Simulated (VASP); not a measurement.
# TiSi2 (P6/mmm) in VASP: a series of runs, part 2 of 2

VASP 6.6.1.

### 3 Single point, LDA

This run uses another cell than the first one, of 13.43 Å³/atom.

Contents of INCAR:

```
PREC = Accurate ; ENCUT = 520
EDIFF = 1E-7 ; ISMEAR = -1
SIGMA = 0.05 ; LREAL = False
LASPH = True ; NELM = 60
ALGO = Normal ; ISIF = 2
LWAVE = False ; LCHARG = True
GGA = CA ; LELF = True
LVHAR = True ; NBANDS = 17
```

Contents of KPOINTS:

```
Automatic mesh
0
Gamma
  7 7 10
```

Contents of POSCAR:

```
TiSi2
1.0
    4.3073851025      0.0000000000      0.0000000000
   -2.1536925512      3.7303049226      0.0000000000
    0.0000000000      0.0000000000      2.5083584943
Ti Si
1 2
Direct
    0.0000000000      0.0000000000      0.0000000000
    0.3333333333      0.6666666667      0.5000000000
    0.6666666667      0.3333333333      0.5000000000
```

Potentials or basis: VASP PAW LDA potentials, release 64 (Ti_sv, Si).

Started as:

```sh
$ cat potpaw_LDA.64/Ti_sv/POTCAR potpaw_LDA.64/Si/POTCAR > POTCAR
$ mpirun -np 1 vasp_std > vasp.out
```

OUTCAR:

```text
PREC = Accurate
   ENCUT = 520
   EDIFF = 1E-7
   ISMEAR = -1
   LREAL = False
   LASPH = True
   NELM = 60
   ISIF = 2
   GGA = CA

 ion  position               nearest neighbor table
   1  0.000  0.000  0.000-   2 2.79   3 2.79   2 2.79   3 2.79   2 2.79   2 2.79   3 2.79   3 2.79
                             3 2.79   3 2.79   2 2.79   2 2.79
   2  0.333  0.667  0.500-   3 2.49   3 2.49   3 2.49   1 2.79   1 2.79   1 2.79   1 2.79   1 2.79
                             1 2.79
   3  0.667  0.333  0.500-   2 2.49   2 2.49   2 2.49   1 2.79   1 2.79   1 2.79   1 2.79   1 2.79
                             1 2.79

  LATTYP: Found a hexagonal cell.
 ALAT       =     4.3073851025
 C/A-ratio  =     0.5823390374

  Lattice vectors:

 A1 = (   4.3073851025,   0.0000000000,   0.0000000000)
 A2 = (  -2.1536925512,   3.7303049226,   0.0000000000)
 A3 = (   0.0000000000,   0.0000000000,   2.5083584943)

Analysis of symmetry for initial positions (statically):
=====================================================================
 Subroutine PRICEL returns:
 Original cell was already a primitive cell.

 Routine SETGRP: Setting up the symmetry group for a
 hexagonal supercell.

 Subroutine GETGRP returns: Found 24 space group operations
 (whereof 24 operations were pure point group operations)
 out of a pool of 24 trial point group operations.

The static configuration has the point symmetry D_6h.

Analysis of symmetry for dynamics (positions and initial velocities):
=====================================================================
 Subroutine PRICEL returns:
 Original cell was already a primitive cell.

 Routine SETGRP: Setting up the symmetry group for a
 hexagonal supercell.

 Subroutine GETGRP returns: Found 24 space group operations
 (whereof 24 operations were pure point group operations)
 out of a pool of 24 trial point group operations.

The dynamic configuration has the point symmetry D_6h.

 Subroutine INISYM returns: Found 24 space group operations
 (whereof 24 operations are pure point group operations),
 and found     1 'primitive' translations

----------------------------------------------------------------------------------------

                                     Primitive cell

  volume of cell :      40.3040

  direct lattice vectors                    reciprocal lattice vectors
     4.307385102  0.000000000  0.000000000     0.232159414  0.134037300  0.000000000
    -2.153692551  3.730304923  0.000000000     0.000000000  0.268074600  0.000000000
     0.000000000  0.000000000  2.508358494     0.000000000  0.000000000  0.398667097

  length of vectors
     4.307385102  4.307385102  2.508358494     0.268074600  0.268074600  0.398667097

  position of ions in fractional coordinates (direct lattice)
     0.000000000  0.000000000  0.000000000
     0.333333333  0.666666667  0.500000000
     0.666666667  0.333333333  0.500000000

  ion indices of the primitive-cell ions
   primitive index   ion index
                 1           1
                 2           2
                 3           3

----------------------------------------------------------------------------------------

 KPOINTS: Automatic mesh

Automatic generation of k-mesh.
 Grid dimensions read from file:
 generate k-points for:    7    7   10

 Generating k-lattice:

  Cartesian coordinates                     Fractional coordinates (reciprocal lattice)
     0.033165631  0.019148186  0.000000000     0.142857143  0.000000000  0.000000000
     0.000000000  0.038296371  0.000000000     0.000000000  0.142857143  0.000000000
     0.000000000  0.000000000  0.039866710     0.000000000  0.000000000  0.100000000

  Length of vectors
     0.038296371  0.038296371  0.039866710

  Shift w.r.t. Gamma in fractional coordinates (k-lattice)
     0.000000000  0.000000000  0.000000000

 Subroutine IBZKPT returns following result:
 ===========================================

 Found     48 irreducible k-points:

 Following reciprocal coordinates:
            Coordinates               Weight
  0.000000  0.000000  0.000000      1.000000
  0.142857  0.000000  0.000000      6.000000
  0.285714  0.000000  0.000000      6.000000
  0.428571  0.000000  0.000000      6.000000
  0.142857  0.142857  0.000000      6.000000
  0.285714  0.142857  0.000000     12.000000
[... 16 lines left out ...]
  0.428571  0.142857  0.200000     12.000000
  0.285714  0.285714  0.200000     12.000000
 [... further k-points ...]
   k-points           NKPTS =     48   k-points in BZ     NKDIM =     48   number of bands    NBANDS=     17
   number of dos      NEDOS =    301   number of ions     NIONS =      3
   total plane-waves  NPLWV =  20480
   dimension x,y,z NGX =    32 NGY =   32 NGZ =   20
   dimension x,y,z NGXF=    64 NGYF=   64 NGZF=   40
   ions per type =               1   2
   NGX,Y,Z   is equivalent  to a cutoff of  12.35, 12.35, 13.26 a.u.
   NGXF,Y,Z  is equivalent  to a cutoff of  24.70, 24.70, 26.51 a.u.
 SYSTEM =  unknown system
   PREC   = accura    normal or accurate (medium, high low for compatibility)
   ISTART =      0    job   : 0-new  1-cont  2-samecut
   ICHARG =      2    charge: 1-file 2-atom 10-const
   ISPIN  =      1    spin polarized calculation?
   LNONCOLLINEAR =      F non collinear calculations
   LSORBIT =      F    spin-orbit coupling
   LASPH  =      T    aspherical Exc in radial PAW
   ENCUT  =  520.0 eV  38.22 Ry    6.18 a.u.   8.01  8.01  4.66*2*pi/ulx,y,z
   NELM   =     60;   NELMIN=  2; NELMDL= -5     # of ELM steps
   EDIFF  = 0.1E-06   stopping-criterion for ELM
   LREAL  =      F    real-space projection
   EDIFFG = 0.1E-05   stopping-criterion for IOM
   NSW    =      0    number of steps for IOM
   IBRION =     -1    ionic relax: 0-MD 1-quasi-New 2-CG
   NFREE  =      0    steps in history (QN), initial steepest desc. (CG)
   ISIF   =      2    stress and relaxation
   ISYM   =      2    0-nonsym 1-usesym 2-fastsym
   POTIM  = 0.5000    time-step for ionic-motion
   TEBEG  =    0.0;   TEEND  =   0.0 temperature during run
   PSTRESS=    0.0 pullay stress
   NELECT =      20.0000    total number of electrons
   NUPDOWN=      -1.0000    fix difference up-down
   EMIN   =  10.00;   EMAX   =-10.00  energy-range for DOS
   EFERMI =   0.00;   METHOD = LEGACY
   ISMEAR =    -1;   SIGMA  =   0.05  broadening in eV -4-tet -1-fermi 0-gaus
   EFERMI_NEDOS =   21; number of points for ismear=-14 and -15
   IALGO  =     38    algorithm
   IMIX   =      4    mixing-type and parameters
     AMIX     =   0.40;   BMIX     =  1.00
     AMIX_MAG =   1.60;   BMIX_MAG =  1.00
  volume/ion in A,a.u.               =      13.43        90.66
  Fermi-wavevector in a.u.,A,eV,Ry     =   1.296091  2.449258 22.855785  1.679853
  Thomas-Fermi vector in A             =   2.427570
   LORBIT       =      0    0 simple, 1 ext, 2 COOP (PROOUT), +10 PAW based schemes
   GGA     = CA    functional components
   LHFCALC =     F    Hartree Fock is set to
   AEXX    =    0.0000 exact exchange contribution
   IVDW    =     0    specifies the selected vdW correction
   LEPSILON=     F    determine dielectric tensor
   LRPA    =     F    only Hartree local field effects (RPA)
 non-spin polarized calculation
  energy-cutoff  :      520.00
  volume of cell :       40.30
 maximum number of plane-waves:      1101
   NGX = 17   NGY = 17   NGZ =  9

 number of electron      19.9999996 magnetization

 Free energy of the ion-electron system (eV)
  ---------------------------------------------------
  ext. energy  EPLUGINS =         0.00000000
  ---------------------------------------------------
  free energy    TOTEN  =       -21.52466343 eV

  energy without entropy =      -21.51035407  energy(sigma->0) =      -21.51750875

 E-fermi :  11.1592     XC(G=0): -12.0624

 val. band max:       11.1243909081   @ k =   0.1429   0.1429   0.2000
 cond. band min:      11.1672197093   @ k =   0.2857   0.0000   0.1000
 fundamental gap:      0.0428288012
 Fermi energy:        11.1591665929

 k-point     1 :       0.0000    0.0000    0.0000
  band No.  band energies     occupation
      1     -44.7971      2.00000
      2     -21.5038      2.00000
      3     -21.5038      2.00000
      4     -20.7542      2.00000
      5      -2.3614      2.00000
      6       5.6672      2.00000
[... 9 lines left out ...]
     16      17.1516      0.00000
     17      18.6846      0.00000
[... 441 lines left out ...]
 k-point    24 :       0.2857    0.2857    0.2000
  band No.  band energies     occupation
      1     -44.7227      2.00000
      2     -21.4563      2.00000
      3     -21.4518      2.00000
      4     -21.2189      2.00000
      5       0.6174      2.00000
      6       1.5547      2.00000
[... 9 lines left out ...]
     16      15.6159      0.00000
     17      16.8427      0.00000

 [... further k-points ...]
[... 5 lines left out ...]
  --------------------------------------------------------------------------------------
  -------------------------------------------------------------------------------------
  Total        0.0319896      0.0319896      0.0511131      0.0000000      0.0000000     -0.0000000
  in kB        1.2716603      1.2716603      2.0318646      0.0000000      0.0000000     -0.0000000
  external PRESSURE =       1.5250617 kB  Pullay stress =       0.0000000 kB

 VOLUME and BASIS-vectors are now :
 -----------------------------------------------------------------------------
  energy-cutoff  :      520.00
  volume of cell :       40.30
      direct lattice vectors                 reciprocal lattice vectors
     4.307385102  0.000000000  0.000000000     0.232159414  0.134037300  0.000000000
    -2.153692551  3.730304923  0.000000000     0.000000000  0.268074600  0.000000000
     0.000000000  0.000000000  2.508358494     0.000000000  0.000000000  0.398667097

 POSITION                                       TOTAL-FORCE (eV/Angst)
 -----------------------------------------------------------------------------------
      0.00000      0.00000      0.00000         0.000000      0.000000      0.000000
     -0.00000      2.48687      1.25418         0.000000     -0.000000      0.000000
      2.15369      1.24343      1.25418        -0.000000      0.000000      0.000000
 -----------------------------------------------------------------------------------
    total drift:                                0.000000     -0.000000      0.000000

  FREE ENERGIE OF THE ION-ELECTRON SYSTEM (eV)
  ---------------------------------------------------
  free  energy   TOTEN  =       -21.5246634281 eV

  energy  without entropy=      -21.5103540678  energy(sigma->0) =      -21.51750875
```

OSZICAR:

```text
N       E                     dE             d eps       ncg     rms          rms(c)
DAV:   1     0.133302148608E+03    0.13330E+03   -0.96132E+03  1632   0.122E+03
DAV:   2    -0.141392846180E+02   -0.14744E+03   -0.14351E+03  1673   0.323E+02
DAV:   3    -0.227955210393E+02   -0.86562E+01   -0.84921E+01  2434   0.731E+01
DAV:   4    -0.230652964144E+02   -0.26978E+00   -0.26877E+00  1932   0.115E+01
DAV:   5    -0.230740101716E+02   -0.87138E-02   -0.87091E-02  2402   0.200E+00    0.124E+01
DAV:   6    -0.222768222860E+02    0.79719E+00   -0.18625E+01  2065   0.328E+01    0.640E+00
DAV:   7    -0.215743224006E+02    0.70250E+00   -0.47586E+00  2067   0.174E+01    0.416E+00
DAV:   8    -0.215361154365E+02    0.38207E-01   -0.47975E-01  1892   0.591E+00    0.120E+00
DAV:   9    -0.215245798878E+02    0.11536E-01   -0.91486E-02  1917   0.291E+00    0.343E-01
DAV:  10    -0.215246893927E+02   -0.10950E-03   -0.30941E-03  2212   0.418E-01    0.154E-01
DAV:  11    -0.215246514625E+02    0.37930E-04   -0.64165E-04  2136   0.206E-01    0.874E-02
DAV:  12    -0.215246637992E+02   -0.12337E-04   -0.65292E-05  1846   0.767E-02    0.112E-02
DAV:  13    -0.215246634595E+02    0.33968E-06   -0.29413E-06  2336   0.130E-02    0.687E-03
DAV:  14    -0.215246634281E+02    0.31344E-07   -0.61039E-07  1747   0.699E-03
   1 F= -.21524663E+02 E0= -.21517509E+02  d E =-.143094E-01
```

Run time: 19 s. Hardware: 1 thread of Intel Xeon Platinum 8488C (Sapphire Rapids), shared host; peak memory 0.16 GiB.

Results:

```
Free energy            : -21.5247 eV
Pressure               : 0.2 GPa
Band gap on the k mesh : zero (bands 10 and 11 overlap by 2.82 eV)
```

Stress tensor (GPa, compression positive):
```
0.13 0.00 0.00
0.00 0.13 0.00
0.00 0.00 0.20
```

Levels at points of the mesh, in eV from the Fermi level:
| k point | band 8 | band 9 | band 10 | band 11 | band 12 | band 13 |
| --- | --- | --- | --- | --- | --- | --- |
| (0.00, 0.00, 0.00) | -5.12 | -1.74 | -0.97 | -0.97 | 3.01 | 3.01 |
| (0.00, 0.00, 0.50) | -2.50 | -0.89 | -0.84 | -0.84 | -0.41 | -0.41 |
